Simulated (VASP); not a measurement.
# Zr5F (P-6m2) in VASP: a series of runs

Runs on Zr5F. Level: PBE. Tasks: single point, relaxation of cell and atoms.

Everything below comes from runs of VASP 6.6.1. Logs are shortened: lines on timing, memory, paths and dates and some standing lists are left out, and cuts for length are marked.

## 1. The cell of the first run

Symmetry: P-6m2, No. 187, hexagonal system. The conventional cell has a = 3.172 Å, b = 3.172 Å, c = 14.079 Å, α = 90.00°, β = 90.00°, γ = 120.00°. Zr (site symmetry 3m) has 3 F at 2.58 Å and 9 Zr at 3.16 to 3.17 Å within 3.4 Å. Within 4.2 Å of Zr (site symmetry 3m) lie 12 Zr at 3.16 to 3.22 Å. Within 4.2 Å of Zr (site symmetry -6m2) lie 12 Zr at 3.17 to 3.22 Å. F (site symmetry -6m2) has 6 Zr at 2.58 Å and 6 F at 3.17 Å within 3.4 Å.

The cell was generated, and may not be a known phase.

## 2. Single point, PBE

Input file INCAR:

```
PREC     = Accurate       # precision mode
ENCUT    = 600            # plane-wave cutoff, eV
EDIFF    = 1E-6           # SCF threshold, eV
ISMEAR   = 0              # smearing method
SIGMA    = 0.1            # smearing width, eV
LREAL    = F              # projectors in reciprocal space
LASPH    = T              # aspherical terms in the spheres
NELM     = 120            # most SCF steps
ALGO     = Normal         # electronic algorithm
ISIF     = 2              # what is computed and relaxed
LWAVE    = F              # write WAVECAR
LCHARG   = F              # write CHGCAR
GGA      = PE             # functional
NBANDS   = 42             # bands
GGA_COMPAT= F
```

Input file KPOINTS:

```
Automatic mesh
0
Gamma
  6 6 2
```

Input file POSCAR:

```
Zr5F
1.0
    3.1722545989      0.0000000000      0.0000000000
   -1.5861272994      2.7472530699      0.0000000000
    0.0000000000      0.0000000000     14.0790229842
Zr F
5 1
Direct
    0.6666666667      0.3333333333      0.8709413789
    0.3333333333      0.6666666667      0.6881342364
    0.6666666667      0.3333333333      0.5000000000
    0.3333333333      0.6666666667      0.3118657636
    0.6666666667      0.3333333333      0.1290586211
    0.3333333333      0.6666666667      0.0000000000
```

Potentials or basis: VASP PAW PBE potentials, release 64 (Zr_sv, F).

Run with:

```
$ cat potpaw_PBE.64/Zr_sv/POTCAR potpaw_PBE.64/F/POTCAR > POTCAR
$ mpirun -np 1 vasp_std > vasp.out
```

OUTCAR:

```text
PREC = Accurate
   ENCUT = 600
   EDIFF = 1E-6
   ISMEAR = 0
   LREAL = F
   LASPH = T
   NELM = 120
   ISIF = 2
   GGA = PE

 ion  position               nearest neighbor table
   1  0.667  0.333  0.871-   6 2.58   6 2.58   6 2.58   2 3.16   2 3.16   2 3.16   5 3.63
   2  0.333  0.667  0.688-   1 3.16   1 3.16   1 3.16   3 3.22   3 3.22   3 3.22
   3  0.667  0.333  0.500-   2 3.22   4 3.22   2 3.22   4 3.22   2 3.22   4 3.22
   4  0.333  0.667  0.312-   5 3.16   5 3.16   5 3.16   3 3.22   3 3.22   3 3.22
   5  0.667  0.333  0.129-   6 2.58   6 2.58   6 2.58   4 3.16   4 3.16   4 3.16   1 3.63
   6  0.333  0.667  0.000-   1 2.58   5 2.58   1 2.58   5 2.58   1 2.58   5 2.58

  LATTYP: Found a hexagonal cell.
 ALAT       =     3.1722545989
 C/A-ratio  =     4.4381756083

  Lattice vectors:

 A1 = (   3.1722545989,   0.0000000000,   0.0000000000)
 A2 = (  -1.5861272994,   2.7472530699,   0.0000000000)
 A3 = (   0.0000000000,   0.0000000000,  14.0790229842)

Analysis of symmetry for initial positions (statically):
=====================================================================
 Subroutine PRICEL returns:
 Original cell was already a primitive cell.

 Routine SETGRP: Setting up the symmetry group for a
 hexagonal supercell.

 Subroutine GETGRP returns: Found 12 space group operations
 (whereof 12 operations were pure point group operations)
 out of a pool of 24 trial point group operations.

The static configuration has the point symmetry D_3h.

Analysis of symmetry for dynamics (positions and initial velocities):
=====================================================================
 Subroutine PRICEL returns:
 Original cell was already a primitive cell.

 Routine SETGRP: Setting up the symmetry group for a
 hexagonal supercell.

 Subroutine GETGRP returns: Found 12 space group operations
 (whereof 12 operations were pure point group operations)
 out of a pool of 24 trial point group operations.

The dynamic configuration has the point symmetry D_3h.

 Subroutine INISYM returns: Found 12 space group operations
 (whereof 12 operations are pure point group operations),
 and found     1 'primitive' translations

----------------------------------------------------------------------------------------

                                     Primitive cell

  volume of cell :     122.6985

  direct lattice vectors                    reciprocal lattice vectors
     3.172254599  0.000000000  0.000000000     0.315233210  0.181999979  0.000000000
    -1.586127299  2.747253070  0.000000000     0.000000000  0.363999957  0.000000000
     0.000000000  0.000000000 14.079022984     0.000000000  0.000000000  0.071027656

  length of vectors
     3.172254599  3.172254599 14.079022984     0.363999957  0.363999957  0.071027656

  position of ions in fractional coordinates (direct lattice)
     0.666666667  0.333333333  0.870941379
     0.333333333  0.666666667  0.688134236
     0.666666667  0.333333333  0.500000000
     0.333333333  0.666666667  0.311865764
     0.666666667  0.333333333  0.129058621
     0.333333333  0.666666667  0.000000000

  ion indices of the primitive-cell ions
   primitive index   ion index
                 1           1
                 2           2
                 3           3
                 4           4
                 5           5
                 6           6

----------------------------------------------------------------------------------------

 KPOINTS: Automatic mesh

Automatic generation of k-mesh.
 Grid dimensions read from file:
 generate k-points for:    6    6    2

 Generating k-lattice:

  Cartesian coordinates                     Fractional coordinates (reciprocal lattice)
     0.052538868  0.030333330  0.000000000     0.166666667  0.000000000  0.000000000
     0.000000000  0.060666660  0.000000000     0.000000000  0.166666667  0.000000000
     0.000000000  0.000000000  0.035513828     0.000000000  0.000000000  0.500000000

  Length of vectors
     0.060666660  0.060666660  0.035513828

  Shift w.r.t. Gamma in fractional coordinates (k-lattice)
[... 50 lines left out ...]

 E-fermi :   9.1441     XC(G=0): -11.1023

 val. band max:        9.1404746366   @ k =   0.3333   0.1667   0.5000
 cond. band min:       9.1481992007   @ k =   0.3333   0.3333   0.0000
 fundamental gap:      0.0077245641
 Fermi energy:         9.1440815312

 k-point     1 :       0.0000    0.0000    0.0000
  band No.  band energies     occupation
      1     -40.1146      2.00000
      2     -40.1079      2.00000
      3     -39.6051      2.00000
      4     -39.5633      2.00000
      5     -39.5102      2.00000
      6     -18.7972      2.00000
[... 34 lines left out ...]
     41      10.2070      0.00000
     42      10.4202      0.00000

 k-point     2 :       0.1667    0.0000    0.0000
  band No.  band energies     occupation
      1     -40.0876      2.00000
      2     -40.0812      2.00000
      3     -39.5739      2.00000
      4     -39.5378      2.00000
      5     -39.4897      2.00000
      6     -18.7065      2.00000
[... 34 lines left out ...]
     41      10.5535      0.00000
     42      10.7478      0.00000

 k-point     3 :       0.3333    0.0000    0.0000
  band No.  band energies     occupation
      1     -40.0330      2.00000
      2     -40.0272      2.00000
      3     -39.5077      2.00000
      4     -39.4863      2.00000
      5     -39.4517      2.00000
      6     -18.5896      2.00000
[... 34 lines left out ...]
     41      11.1917      0.00000
     42      11.4672      0.00000

 k-point     4 :       0.5000    0.0000    0.0000
  band No.  band energies     occupation
      1     -40.0054      2.00000
      2     -40.0000      2.00000
      3     -39.4703      2.00000
      4     -39.4603      2.00000
      5     -39.4365      2.00000
      6     -18.7025      2.00000
[... 394 lines left out ...]
     41      10.9119      0.00000
     42      11.0892      0.00000

 k-point    13 :       0.3333    0.1667    0.5000
  band No.  band energies     occupation
      1     -40.0055      2.00000
      2     -40.0000      2.00000
      3     -39.4705      2.00000
      4     -39.4604      2.00000
      5     -39.4363      2.00000
      6     -18.6028      2.00000
[... 34 lines left out ...]
     41      11.2106      0.00000
     42      11.3813      0.00000

 k-point    14 :       0.3333    0.3333    0.5000
  band No.  band energies     occupation
      1     -39.9917      2.00000
      2     -39.9864      2.00000
      3     -39.4474      2.00000
      4     -39.4473      2.00000
      5     -39.4331      2.00000
      6     -18.5058      2.00000
[... 34 lines left out ...]
     41      11.0964      0.00000
     42      11.8476      0.00000

------------------------ aborting loop because EDIFF is reached ----------------------------------------

  FORCE on cell =-STRESS in cart. coord.  units (eV):
  Direction    XX          YY          ZZ          XY          YZ          ZX
  --------------------------------------------------------------------------------------
  -------------------------------------------------------------------------------------
  Total       -0.0483299     -0.0483299      0.1061690     -0.0000000      0.0000000     -0.0000000
  in kB       -0.6310847     -0.6310847      1.3863377     -0.0000000      0.0000000     -0.0000000
  external PRESSURE =       0.0413895 kB  Pullay stress =       0.0000000 kB

 VOLUME and BASIS-vectors are now :
 -----------------------------------------------------------------------------
  energy-cutoff  :      600.00
  volume of cell :      122.70
      direct lattice vectors                 reciprocal lattice vectors
     3.172254599  0.000000000  0.000000000     0.315233210  0.181999979  0.000000000
    -1.586127299  2.747253070  0.000000000     0.000000000  0.363999957  0.000000000
     0.000000000  0.000000000 14.079022984     0.000000000  0.000000000  0.071027656

 POSITION                                       TOTAL-FORCE (eV/Angst)
 -----------------------------------------------------------------------------------
      1.58613      0.91575     12.26200        -0.000000     -0.000000      0.000692
     -0.00000      1.83150      9.68826         0.000000     -0.000000      0.013596
      1.58613      0.91575      7.03951         0.000000     -0.000000     -0.000000
     -0.00000      1.83150      4.39077         0.000000     -0.000000     -0.013596
      1.58613      0.91575      1.81702        -0.000000      0.000000     -0.000692
     -0.00000      1.83150      0.00000         0.000000     -0.000000     -0.000000
 -----------------------------------------------------------------------------------
    total drift:                                0.000000     -0.000000      0.000000

  FREE ENERGIE OF THE ION-ELECTRON SYSTEM (eV)
  ---------------------------------------------------
  free  energy   TOTEN  =       -47.7055985719 eV

  energy  without entropy=      -47.6538236155  energy(sigma->0) =      -47.67971109
```

Wall time 3.6 min (1 thread of AMD EPYC 9755, shared host); peak memory 0.27 GiB.

Results:

- Free energy: -47.7056 eV
- Pressure: 0.0 GPa
- Largest force: 0.014 eV/Å
- Band gap on the k mesh: zero (an odd number of electrons rules out a gap without spin polarisation)

Forces in eV/Å, atoms in the order of the input:
```
Zr   0.000  0.000  0.001
Zr   0.000  0.000  0.014
Zr   0.000  0.000  0.000
Zr   0.000  0.000 -0.014
Zr   0.000  0.000 -0.001
F    0.000  0.000  0.000
```

Stress tensor (GPa, compression positive):
```
-0.06  0.00  0.00
 0.00 -0.06  0.00
 0.00  0.00  0.14
```

Caveat: the k points lie up to 0.38 Å⁻¹ apart, too coarse for converged energies and pressures of a metal.

## 3. Relaxation of cell and atoms, PBE

This run uses another cell than the first one, of 19.29 Å³/atom.

Input file INCAR:

```
SYSTEM = Zr5F
PREC = Accurate ; ENCUT = 600
EDIFF = 1E-7 ; ISMEAR = 0
SIGMA = 0.1 ; LREAL = .False.
LASPH = .True. ; NELM = 120
ALGO = Normal ; ISIF = 3
LWAVE = .False. ; LCHARG = .False.
GGA = PE ; IBRION = 2
NSW = 90 ; EDIFFG = -0.04
GGA_COMPAT = .False. ; NELMIN = 4
```

Input file KPOINTS:

```
Automatic mesh
0
Gamma
  6 6 1
  0 0 0
```

Input file POSCAR:

```
Zr5F
1.0
    2.9640421700      0.0000000000      0.0000000000
   -1.4820210900      2.5669358200      0.0000000000
    0.0000000000      0.0000000000     15.2141795200
Zr F
5 1
Direct
    0.6666666700      0.3333333300      0.8184250000
    0.3333333300      0.6666666700      0.6598208500
    0.6666666700      0.3333333300      0.5000000000
    0.3333333300      0.6666666700      0.3401791500
    0.6666666700      0.3333333300      0.1815750000
    0.3333333300      0.6666666700      0.0000000000
```

Potentials or basis: VASP PAW PBE potentials, release 64 (Zr_sv, F).

Run with:

```
$ cat potpaw_PBE.64/Zr_sv/POTCAR potpaw_PBE.64/F/POTCAR > POTCAR
$ mpirun -np 1 vasp_std > vasp.out
```

It took 19 min on 1 thread of AMD EPYC 9755, shared host; peak memory 0.24 GiB.

The run converged. Its results:

* Free energy: -47.7318 eV
* Relaxed volume: 20.49 Å³/atom
* Relaxed cell: a = 3.190 Å, b = 3.190 Å, c = 13.956 Å, α = 90.00°, β = 90.00°, γ = 120.00°
* Space group after relaxing (to 0.1 Å): P-6m2 (No. 187)
* Energy gained by relaxing: 619.9 meV/atom
* Ionic steps: 13
* Pressure after relaxing: 0.0 GPa
* Largest force after relaxing: 0.019 eV/Å
* Band gap on the k mesh: zero (an odd number of electrons rules out a gap without spin polarisation)

Forces on the atoms (eV/Å):
```
Zr   0.000  0.000  0.019
Zr   0.000  0.000  0.000
Zr   0.000  0.000  0.000
Zr   0.000  0.000  0.000
Zr   0.000  0.000 -0.019
F    0.000  0.000  0.000
```

Step by step:
```tsv
step	energy change (eV)	largest force (eV/Å)	pressure (GPa)	volume (Å³)
1	0.0000	3.2291	16.55	115.76
2	-1.4092	0.7989	-9.10	152.06
3	-1.6761	1.3691	-3.66	140.08
4	-2.2955	1.3542	-2.37	135.45
5	-2.5877	1.3243	0.21	129.77
6	-3.0344	0.9691	-0.35	128.13
7	-3.6701	0.2250	-0.05	123.28
8	-3.6711	0.1986	0.08	123.05
9	-3.7144	0.0695	-0.35	123.47
10	-3.7183	0.0111	-0.52	123.64
11	-3.7184	0.0158	-0.50	123.61
12	-3.7128	0.0716	1.29	121.34
13	-3.7194	0.0192	0.00	122.96
```

Final structure:
```yaml
crystal:
  lattice:
    - [3.18962, 0.00000, 0.00000]
    - [-1.59481, 2.76229, 0.00000]
    - [0.00000, 0.00000, 13.95607]
  atoms:
    - { symbol: Zr, position: [0.66667, 0.33333, 0.87113] }
    - { symbol: Zr, position: [0.33333, 0.66667, 0.69021] }
    - { symbol: Zr, position: [0.66667, 0.33333, 0.50000] }
    - { symbol: Zr, position: [0.33333, 0.66667, 0.30979] }
    - { symbol: Zr, position: [0.66667, 0.33333, 0.12887] }
    - { symbol: F, position: [0.33333, 0.66667, 0.00000] }
```

Levels at points of the mesh, in eV from the Fermi level:
```csv
k point,band 31,band 32,band 33,band 34,band 35,band 36
"(0.00, 0.00, 0.00)",0.17,0.42,0.57,0.57,0.64,0.71
"(0.50, 0.00, 0.00)",-1.56,-1.05,-0.81,0.64,0.84,0.84
```

Caveat: the k points lie up to 0.45 Å⁻¹ apart in the final cell, too coarse for converged energies and pressures of a metal.

## 4. Relaxation of cell and atoms, PBE

Input file INCAR:

```
ALGO = Normal ; EDIFF = 1E-7
EDIFFG = -0.04 ; ENCUT = 600
GGA = PE ; GGA_COMPAT = F
IBRION = 2 ; ISIF = 3
ISMEAR = 0 ; LASPH = T
LCHARG = F ; LREAL = F
LWAVE = F ; NELM = 120
NELMIN = 4 ; NSW = 90
PREC = Accurate ; SIGMA = 0.1
```

Input file KPOINTS:

```
k-points
0
Gamma
  6 6 2
```

Input file POSCAR:

```
Zr5F
1.0
    3.1869839118      0.0000000000      0.0000000000
   -1.5934919559      2.7600090291      0.0000000000
    0.0000000000      0.0000000000     13.9750674076
Zr F
5 1
Direct
    0.6666666667      0.3333333333      0.8715549092
    0.3333333333      0.6666666667      0.6905965813
    0.6666666667      0.3333333333      0.5000000000
    0.3333333333      0.6666666667      0.3094034187
    0.6666666667      0.3333333333      0.1284450908
    0.3333333333      0.6666666667      0.0000000000
```

Run with:

```
$ cat potpaw_PBE.64/Zr_sv/POTCAR potpaw_PBE.64/F/POTCAR > POTCAR
$ mpirun -np 1 vasp_std > vasp.out
```

Run time: 15 min. Hardware: 1 thread of AMD EPYC 9755, shared host; peak memory 0.28 GiB.

Results (log left out):

| Property | Result |
| --- | --- |
| Free energy | -47.7060 eV |
| Relaxed volume | 20.43 Å³/atom |
| Relaxed cell | a = 3.166 Å, b = 3.166 Å, c = 14.124 Å, α = 90.00°, β = 90.00°, γ = 120.00° |
| Space group after relaxing (to 0.1 Å) | P-6m2 (No. 187) |
| Energy gained by relaxing | 1.2 meV/atom |
| Ionic steps | 6 |
| Pressure after relaxing | 0.0 GPa |
| Largest force after relaxing | 0.028 eV/Å |
| Band gap on the k mesh | zero (an odd number of electrons rules out a gap without spin polarisation) |

Forces on the atoms (eV/Å):
```
Zr   0.000  0.000 -0.028
Zr   0.000  0.000 -0.011
Zr   0.000  0.000  0.000
Zr   0.000  0.000  0.011
Zr   0.000  0.000  0.028
F    0.000  0.000  0.000
```

The path:
```tsv
step	energy change (eV)	largest force (eV/Å)	pressure (GPa)	volume (Å³)
1	0.0000	0.1521	0.03	122.93
2	-0.0037	0.1006	-0.12	123.00
3	-0.0063	0.0561	-0.35	123.12
4	-0.0066	0.0305	0.43	122.07
5	-0.0071	0.0421	0.07	122.54
6	-0.0074	0.0275	0.05	122.58
```

Final structure:
```
Zr F
1.0
     3.16569    0.00000    0.00000
    -1.58284    2.74156    0.00000
     0.00000    0.00000   14.12397
Zr F
5 1
Cartesian
  1.5828 0.9139 12.3104
  0.0000 1.8277 9.7292
  1.5828 0.9139 7.0620
  0.0000 1.8277 4.3947
  1.5828 0.9139 1.8136
  0.0000 1.8277 14.1240
```

Levels at points of the mesh, in eV from the Fermi level:
| k point | band 30 | band 31 | band 32 | band 33 | band 34 | band 35 | band 36 | band 37 |
| --- | --- | --- | --- | --- | --- | --- | --- | --- |
| (0.00, 0.00, 0.00) | -0.63 | 0.11 | 0.34 | 0.46 | 0.65 | 0.65 | 0.80 | 0.80 |
| (0.50, 0.00, 0.00) | -1.95 | -1.57 | -1.07 | -0.81 | 0.55 | 0.84 | 0.98 | 1.12 |
| (0.00, 0.00, 0.50) | -0.48 | -0.02 | 0.07 | 0.53 | 0.67 | 0.67 | 0.80 | 0.80 |
| (0.50, 0.00, 0.50) | -2.06 | -1.40 | -1.16 | -0.59 | 0.28 | 0.95 | 1.02 | 1.15 |

Caveat: the k points lie up to 0.38 Å⁻¹ apart in the final cell, too coarse for converged energies and pressures of a metal.

## 5. Single point, PBE

This run uses another cell than the first one, of 20.54 Å³/atom.

Input file INCAR:

```
SYSTEM = Zr5F
PREC = Accurate
ENCUT = 600
EDIFF = 1E-6
ISMEAR = 0
SIGMA = 0.1
LREAL = .False.
LASPH = .True.
NELM = 120
ALGO = Normal
ISIF = 2
LWAVE = .False.
LCHARG = .True.
GGA = PE
LELF = .True.
LVHAR = .True.
NBANDS = 42
GGA_COMPAT = .False.
```

Input file KPOINTS:

```
Automatic mesh
0
Gamma
  12 12 4
  0 0 0
```

Input file POSCAR:

```
Zr5F
1.0
    3.1958934708      0.0000000000      0.0000000000
   -1.5979467354      2.7677249335      0.0000000000
    0.0000000000      0.0000000000     13.9359613156
Zr F
5 1
Direct
    0.6666666667      0.3333333333      0.8710319146
    0.3333333333      0.6666666667      0.6895128697
    0.6666666667      0.3333333333      0.5000000000
    0.3333333333      0.6666666667      0.3104871303
    0.6666666667      0.3333333333      0.1289680854
    0.3333333333      0.6666666667      0.0000000000
```

Run with:

```
$ cat potpaw_PBE.64/Zr_sv/POTCAR potpaw_PBE.64/F/POTCAR > POTCAR
$ mpirun -np 1 vasp_std > vasp.out
```

Wall time 13 min (1 thread of AMD EPYC 9755, shared host); peak memory 0.42 GiB.

It converged, with:

```yaml
Free_energy: -47.6958 eV
Pressure: 0.0 GPa
Largest_force: 0.009 eV/Å
Band_gap_on_the_k_mesh: zero (an odd number of electrons rules out a gap without spin polarisation)
```

Forces in eV/Å, atoms in the order of the input:
```
Zr   0.000  0.000 -0.009
Zr   0.000  0.000  0.002
Zr   0.000  0.000  0.000
Zr   0.000  0.000 -0.002
Zr   0.000  0.000  0.009
F    0.000  0.000  0.000
```

Levels at points of the mesh, in eV from the Fermi level:
| k point | band 29 | band 30 | band 31 | band 32 | band 33 | band 34 | band 35 | band 36 | band 37 | band 38 |
| --- | --- | --- | --- | --- | --- | --- | --- | --- | --- | --- |
| (0.00, 0.00, 0.00) | -2.69 | -0.55 | 0.26 | 0.51 | 0.62 | 0.62 | 0.69 | 0.75 | 0.75 | 0.89 |
| (0.50, 0.00, 0.00) | -2.30 | -1.87 | -1.50 | -0.99 | -0.77 | 0.70 | 0.87 | 0.89 | 1.15 | 1.40 |
| (0.00, 0.00, 0.50) | -2.73 | -0.41 | 0.13 | 0.21 | 0.64 | 0.64 | 0.76 | 0.76 | 0.77 | 0.86 |
| (0.50, 0.00, 0.50) | -2.33 | -2.01 | -1.30 | -1.07 | -0.58 | 0.40 | 0.91 | 0.97 | 1.21 | 1.26 |

## 6. Overview

```tsv
task	cell	k mesh	gap on the mesh (eV)	pressure (GPa)	relaxed volume (Å³/atom)	largest force (eV/Å)
single point	a = 3.172, b = 3.172, c = 14.079 Å, angles 90.0, 90.0, 120.0°, 6 atoms, atomic positions A	6 × 6 × 2	none	0.0	-	0.01
relaxation of cell and atoms	relaxed from a = 2.964, b = 2.964, c = 15.214 Å, angles 90.0, 90.0, 120.0°, 6 atoms, atomic positions B	6 × 6 × 1	none	0.0	20.49	0.02
relaxation of cell and atoms	relaxed from a = 3.187, b = 3.187, c = 13.975 Å, angles 90.0, 90.0, 120.0°, 6 atoms, atomic positions C	6 × 6 × 2	none	0.0	20.43	0.03
single point	a = 3.196, b = 3.196, c = 13.936 Å, angles 90.0, 90.0, 120.0°, 6 atoms, atomic positions D	12 × 12 × 4	none	0.0	-	0.01
```

Alike in all rows: level PBE; potentials or basis VASP PAW PBE potentials, release 64 (Zr_sv, F); no spin polarisation; cutoff (eV) 600; smearing gaussian 0.1 eV.

Caveats: some runs use coarse meshes.

Absolute energies hang on the potentials; compare differences alone.
